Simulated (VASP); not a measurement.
# WS2 (C2/m) in VASP: further runs

Runs on WS2. Level: PBEsol+D3(BJ). Tasks: single point.

All numbers are computed with VASP 6.6.1; they aren't measurements. Logs are shortened: lines on timing, memory, paths and dates and some standing lists are left out, and cuts for length are marked.

**1. The cell of the first run**

It takes space group C2/m (No. 12, monoclinic). The conventional cell has a = 5.395 Å, b = 3.115 Å, c = 11.772 Å, α = 90.00°, β = 90.43°, γ = 90.00°. Within 3.2 Å of W (site symmetry m) lie 6 S at 2.38 to 2.40 Å and 6 W at 3.11 Å. Within 3.3 Å of S (site symmetry m) lie 3 W at 2.38 to 2.40 Å and 10 S at 3.11 to 3.28 Å. S (site symmetry m) has 3 W at 2.38 to 2.39 Å and 10 S at 3.11 to 3.29 Å within 3.3 Å.

**2. Single point, PBEsol+D3(BJ) (strain +0.0075 x Voigt [0, 0, 0, 1, 0, 0])**

Input file INCAR:

```
PREC = Accurate ; ENCUT = 520
EDIFF = 1E-6 ; ISMEAR = 0
SIGMA = 0.05 ; LREAL = False
LASPH = True ; NELM = 80
ALGO = Normal ; ISIF = 2
LWAVE = False ; LCHARG = False
GGA = PS ; IVDW = 12
NBANDS = 35
```

Input file KPOINTS:

```
Automatic mesh
0
Gamma
  12 12 4
```

Input file POSCAR:

```
WS2
1.0
    3.1147273971      0.0000000000      0.0000000000
   -1.5573636985      2.6974330517      0.0101153739
    0.0000000000      0.0441459250     11.7722466704
W S
2 4
Direct
    0.3333333333      0.6666666667      0.2500000000
    0.6666666667      0.3333333333      0.7500000000
    0.3333333333      0.6666666667      0.6164531912
    0.6666666667      0.3333333333      0.1164531912
    0.3333333333      0.6666666667      0.8835468088
    0.6666666667      0.3333333333      0.3835468088
```

Potentials or basis: VASP PAW PBE potentials, release 64 (W_sv, S).

Started as:

```console
cat potpaw_PBE.64/W_sv/POTCAR potpaw_PBE.64/S/POTCAR > POTCAR
mpirun -np 1 vasp_std > vasp.out
```

OUTCAR:

```text
PREC = Accurate
   ENCUT = 520
   EDIFF = 1E-6
   ISMEAR = 0
   LREAL = False
   LASPH = True
   NELM = 80
   ISIF = 2
   GGA = PS
   IVDW = 12
 IVDW          = 12

 ion  position               nearest neighbor table
   1  0.333  0.667  0.250-   4 2.38   6 2.38   6 2.38   4 2.39   4 2.39   6 2.40
   2  0.667  0.333  0.750-   5 2.38   3 2.38   3 2.38   5 2.39   5 2.39   3 2.40
   3  0.333  0.667  0.616-   2 2.38   2 2.38   2 2.40
   4  0.667  0.333  0.116-   1 2.38   1 2.39   1 2.39
   5  0.333  0.667  0.884-   2 2.38   2 2.39   2 2.39
   6  0.667  0.333  0.384-   1 2.38   1 2.38   1 2.40

  LATTYP: Found a base centered monoclinic cell.
 ALAT       =     5.3949040359
 B/A-ratio  =     0.5773462097
 C/A-ratio  =     2.1821202686
 COS(beta)  =    -0.0074998945

  Lattice vectors:

 A1 = (  -1.5573636986,  -2.6974330517,  -0.0101153739)
 A2 = (   1.5573636985,  -2.6974330517,  -0.0101153739)
 A3 = (   0.0000000000,   0.0441459250,  11.7722466704)

Analysis of symmetry for initial positions (statically):
=====================================================================
 Subroutine PRICEL returns:
 Original cell was already a primitive cell.

 Routine SETGRP: Setting up the symmetry group for a
 base centered monoclinic supercell.

 Subroutine GETGRP returns: Found  4 space group operations
 (whereof  4 operations were pure point group operations)
 out of a pool of  4 trial point group operations.

The static configuration has the point symmetry C_2h.

Analysis of symmetry for dynamics (positions and initial velocities):
=====================================================================
 Subroutine PRICEL returns:
 Original cell was already a primitive cell.

 Routine SETGRP: Setting up the symmetry group for a
 base centered monoclinic supercell.

 Subroutine GETGRP returns: Found  4 space group operations
 (whereof  4 operations were pure point group operations)
 out of a pool of  4 trial point group operations.

The dynamic configuration has the point symmetry C_2h.

 Subroutine INISYM returns: Found  4 space group operations
 (whereof  4 operations are pure point group operations),
 and found     1 'primitive' translations

----------------------------------------------------------------------------------------

                                     Primitive cell

  volume of cell :      98.9063

[... 96 lines left out ...]
   EDIFF  = 0.1E-05   stopping-criterion for ELM
   LREAL  =      F    real-space projection
   EDIFFG = 0.1E-04   stopping-criterion for IOM
   NSW    =      0    number of steps for IOM
   IBRION =     -1    ionic relax: 0-MD 1-quasi-New 2-CG
   NFREE  =      0    steps in history (QN), initial steepest desc. (CG)
   ISIF   =      2    stress and relaxation
   ISYM   =      2    0-nonsym 1-usesym 2-fastsym
   POTIM  = 0.5000    time-step for ionic-motion
   TEBEG  =    0.0;   TEEND  =   0.0 temperature during run
   PSTRESS=    0.0 pullay stress
   NELECT =      52.0000    total number of electrons
   NUPDOWN=      -1.0000    fix difference up-down
   EMIN   =  10.00;   EMAX   =-10.00  energy-range for DOS
   EFERMI =   0.00;   METHOD = LEGACY
   ISMEAR =     0;   SIGMA  =   0.05  broadening in eV -4-tet -1-fermi 0-gaus
   EFERMI_NEDOS =   21; number of points for ismear=-14 and -15
   IALGO  =     38    algorithm
   IMIX   =      4    mixing-type and parameters
     AMIX     =   0.40;   BMIX     =  1.00
     AMIX_MAG =   1.60;   BMIX_MAG =  1.00
  volume/ion in A,a.u.               =      16.48       111.24
  Fermi-wavevector in a.u.,A,eV,Ry     =   1.321300  2.496894 23.753494  1.745833
  Thomas-Fermi vector in A             =   2.451063
   LORBIT       =      0    0 simple, 1 ext, 2 COOP (PROOUT), +10 PAW based schemes
   GGA     = PS    functional components
   LHFCALC =     F    Hartree Fock is set to
   AEXX    =    0.0000 exact exchange contribution
   IVDW    =    12    specifies the selected vdW correction
   LEPSILON=     F    determine dielectric tensor
   LRPA    =     F    only Hartree local field effects (RPA)
 non-spin polarized calculation
 Gauss-broadening in eV      SIGMA  =   0.05
  energy-cutoff  :      520.00
  volume of cell :       98.91
 maximum number of plane-waves:      2685
   NGX = 11   NGY = 11   NGZ = 43

 number of electron      52.0000001 magnetization

 Free energy of the ion-electron system (eV)
  ---------------------------------------------------
  ext. energy  EPLUGINS =         0.00000000
  ---------------------------------------------------
  free energy    TOTEN  =       -50.44459489 eV

  energy without entropy =      -50.44459489  energy(sigma->0) =      -50.44459489

 E-fermi :   8.8928     XC(G=0): -11.5848

 val. band max:        8.4659678197   @ k =   0.0000   0.0000   0.0000
 cond. band min:       9.1448937527   @ k =   0.1667   0.1667   0.0000
 fundamental gap:      0.6789259329
 Fermi energy:         8.8928117703

 k-point     1 :       0.0000    0.0000    0.0000
  band No.  band energies     occupation
      1     -66.1754      2.00000
      2     -66.1753      2.00000
      3     -30.4828      2.00000
      4     -30.4826      2.00000
      5     -30.2540      2.00000
      6     -30.2540      2.00000
[... 901 lines left out ...]
     34      13.3635      0.00000
     35      13.5577      0.00000

 [... further k-points ...]

------------------------ aborting loop because EDIFF is reached ----------------------------------------

 Edisp (eV)   -2.49755

 E8    (eV) :    -1.6208

  FORCE on cell =-STRESS in cart. coord.  units (eV):
  Direction    XX          YY          ZZ          XY          YZ          ZX
  --------------------------------------------------------------------------------------
  -------------------------------------------------------------------------------------
  Total       0.07962     0.08488     0.11746     0.00000    -0.84207    -0.00000
  in kB       1.28973     1.37500     1.90276     0.00000   -13.64059    -0.00000
  external pressure =        1.52 kB  Pullay stress =        0.00 kB

 VOLUME and BASIS-vectors are now :
 -----------------------------------------------------------------------------
  energy-cutoff  :      520.00
  volume of cell :       98.91
      direct lattice vectors                 reciprocal lattice vectors
     3.114727397  0.000000000  0.000000000     0.321055384  0.185364019 -0.000695115
    -1.557363698  2.697433052  0.010115374     0.000000000  0.370728038 -0.001390230
     0.000000000  0.044145925 11.772246670     0.000000000 -0.000318550  0.084946747

 POSITION                                       TOTAL-FORCE (eV/Angst)
 -----------------------------------------------------------------------------------
     -0.00000      1.80933      2.94981        -0.000000     -0.002352      0.000022
      1.55736      0.93225      8.83256         0.000000      0.002352     -0.000022
     -0.00000      1.82550      7.26378         0.000000      0.116387     -0.021637
      1.55736      0.90429      1.37429         0.000000      0.119081     -0.021651
     -0.00000      1.83729     10.40807        -0.000000     -0.119081      0.021651
      1.55736      0.91608      4.51858        -0.000000     -0.116387      0.021637
 -----------------------------------------------------------------------------------
    total drift:                                0.000000      0.000000     -0.000000

  FREE ENERGIE OF THE ION-ELECTRON SYSTEM (eV)
  ---------------------------------------------------
  free  energy   TOTEN  =       -52.9421483391 eV

  energy  without entropy=      -52.9421483391  energy(sigma->0) =      -52.94214834
```

OSZICAR:

```text
N       E                     dE             d eps       ncg     rms          rms(c)
DAV:   1     0.513408735702E+03    0.51341E+03   -0.28423E+04 12352   0.151E+03
DAV:   2    -0.190728738402E+02   -0.53248E+03   -0.51428E+03 13097   0.419E+02
DAV:   3    -0.521038419372E+02   -0.33031E+02   -0.32407E+02 14154   0.987E+01
DAV:   4    -0.528937792337E+02   -0.78994E+00   -0.78574E+00 13893   0.158E+01
DAV:   5    -0.529081400830E+02   -0.14361E-01   -0.14352E-01 13764   0.227E+00    0.413E+01
DAV:   6    -0.508124388603E+02    0.20957E+01   -0.66587E+00 13135   0.177E+01    0.175E+01
DAV:   7    -0.505923702075E+02    0.22007E+00   -0.24718E+00 12323   0.787E+00    0.653E+00
DAV:   8    -0.504472302590E+02    0.14514E+00   -0.41478E-01 12853   0.436E+00    0.234E+00
DAV:   9    -0.504480889097E+02   -0.85865E-03   -0.52752E-02 14077   0.115E+00    0.125E+00
DAV:  10    -0.504451071913E+02    0.29817E-02   -0.27495E-02 13654   0.108E+00    0.483E-01
DAV:  11    -0.504446063047E+02    0.50089E-03   -0.39258E-03 12568   0.395E-01    0.142E-01
DAV:  12    -0.504445909219E+02    0.15383E-04   -0.14230E-04 13018   0.710E-02    0.712E-02
DAV:  13    -0.504445941976E+02   -0.32757E-05   -0.36024E-05 13275   0.381E-02    0.337E-02
DAV:  14    -0.504445948907E+02   -0.69311E-06   -0.89702E-06 12466   0.157E-02
   1 F= -.52942148E+02 E0= -.52942148E+02  d E =-.263074E-14
```

stdout:

```text
POSCAR found type information on POSCAR W S
 POSCAR found :  2 types and       6 ions
 scaLAPACK will be used
 -----------------------------------------------------------------------------
|                                                                             |
|                                                                             |
|     You enforced a specific xc type in the INCAR file but a different       |
|     I HOPE YOU KNOW WHAT YOU ARE DOING!                                     |
|                                                                             |
 -----------------------------------------------------------------------------

 LDA part: xc-table for (Slater+PW92), standard interpolation
 POSCAR, INCAR and KPOINTS ok, starting setup
 FFT: planning ... GRIDC
 FFT: planning ... GRID_SOFT
 FFT: planning ... GRID
 WAVECAR not read
 entering main loop
```

It took 6.8 min on 1 thread of Intel Xeon Platinum 8259CL at 2.50GHz (Skylake/Cascade Lake), shared host; peak memory 0.54 GiB.

What came out:

| Quantity | Value |
| --- | --- |
| Free energy | -52.9421 eV |
| Pressure | 0.2 GPa |
| Largest force | 0.121 eV/Å |
| Band gap on the k mesh | 0.68 eV (least direct gap 1.92 eV) |
| Dispersion energy per atom | -0.416 eV |

Forces on the atoms (eV/Å):
```
W    0.000 -0.002  0.000
W    0.000  0.002  0.000
S    0.000  0.116 -0.022
S    0.000  0.119 -0.022
S    0.000 -0.119  0.022
S    0.000 -0.116  0.022
```

Levels at points of the mesh, in eV from the valence-band top:
```tsv
k point	band 24	band 25	band 26	band 27	band 28	band 29
(0.00, 0.00, 0.00)	-1.58	-1.26	0.00	2.20	2.20	2.25
(0.50, 0.00, 0.00)	-2.01	-1.77	-1.71	2.32	2.39	2.44
(0.00, 0.50, 0.00)	-2.01	-1.77	-1.70	2.32	2.40	2.44
(0.00, 0.00, 0.50)	-2.32	-0.31	-0.31	2.19	2.19	2.23
(0.50, 0.00, 0.50)	-1.95	-1.84	-1.81	2.35	2.35	2.75
(0.00, 0.50, 0.50)	-1.95	-1.85	-1.80	2.35	2.35	2.74
```

Caveat: the cell differs from its parent crystal (strain +0.0075 x Voigt [0, 0, 0, 1, 0, 0]); the PAW data sets were made with another functional, which shifts forces and pressure a little; spin-orbit coupling is left out, which moves the levels of the heavy elements. A k mesh can miss the band edges.

**3. Single point, PBEsol+D3(BJ) (strain +0.0150 x Voigt [0, 0, 0, 1, 0, 0])**

Input file INCAR:

```
  PREC = Accurate
  ENCUT = 520
  EDIFF = 1E-6
  ISMEAR = 0
  SIGMA = 0.05
  LREAL = F
  LASPH = T
  NELM = 100
  ALGO = Normal
  ISIF = 2
  LWAVE = F
  LCHARG = T
  GGA = PS
  IVDW = 12
  LELF = T
  LVHAR = T
  NBANDS = 35
```

KPOINTS is that of step 2.

Edit POSCAR of step 2 so:

```diff
@@ -3,4 +3,4 @@
     3.1147273971      0.0000000000      0.0000000000
-   -1.5573636985      2.6974330517      0.0101153739
-    0.0000000000      0.0441459250     11.7722466704
+   -1.5573636985      2.6974330517      0.0202307479
+    0.0000000000      0.0882918500     11.7722466704
 W S
```

Potentials or basis: VASP PAW PBE potentials, release 64 (W_sv, S).

Started as:

```console
cat potpaw_PBE.64/W_sv/POTCAR potpaw_PBE.64/S/POTCAR > POTCAR
mpirun -np 1 vasp_std > vasp.out
```

Run time: 8.2 min. Hardware: 1 thread of Intel Xeon Platinum 8259CL at 2.50GHz (Skylake/Cascade Lake), shared host; peak memory 0.55 GiB.

It converged, with:

| Item | Value |
| --- | --- |
| Free energy | -52.9327 eV |
| Pressure | 0.2 GPa |
| Largest force | 0.242 eV/Å |
| Band gap on the k mesh | 0.68 eV (least direct gap 1.92 eV) |
| Dispersion energy per atom | -0.416 eV |

Forces in eV/Å, atoms in the order of the input:
```
W    0.000 -0.009  0.000
W    0.000  0.009  0.000
S    0.000  0.230 -0.027
S    0.000  0.241 -0.027
S    0.000 -0.241  0.027
S    0.000 -0.230  0.027
```

Stress tensor (GPa, compression positive):
```
 0.16  0.00  0.00
 0.00  0.19 -2.73
 0.00 -2.73  0.25
```

Levels at points of the mesh, in eV from the valence-band top:
```csv
k point,band 24,band 25,band 26,band 27,band 28,band 29
"(0.00, 0.00, 0.00)",-1.58,-1.26,0.00,2.16,2.17,2.24
"(0.50, 0.00, 0.00)",-2.01,-1.77,-1.70,2.32,2.39,2.44
"(0.00, 0.50, 0.00)",-2.01,-1.77,-1.70,2.32,2.39,2.44
"(0.00, 0.00, 0.50)",-2.32,-0.31,-0.31,2.16,2.16,2.24
"(0.50, 0.00, 0.50)",-1.95,-1.85,-1.80,2.35,2.35,2.74
"(0.00, 0.50, 0.50)",-1.95,-1.87,-1.77,2.35,2.35,2.73
```

Caveat: the cell differs from its parent crystal (strain +0.0150 x Voigt [0, 0, 0, 1, 0, 0]); the PAW data sets were made with another functional, which shifts forces and pressure a little; spin-orbit coupling is left out, which moves the levels of the heavy elements. A k mesh can miss the band edges.
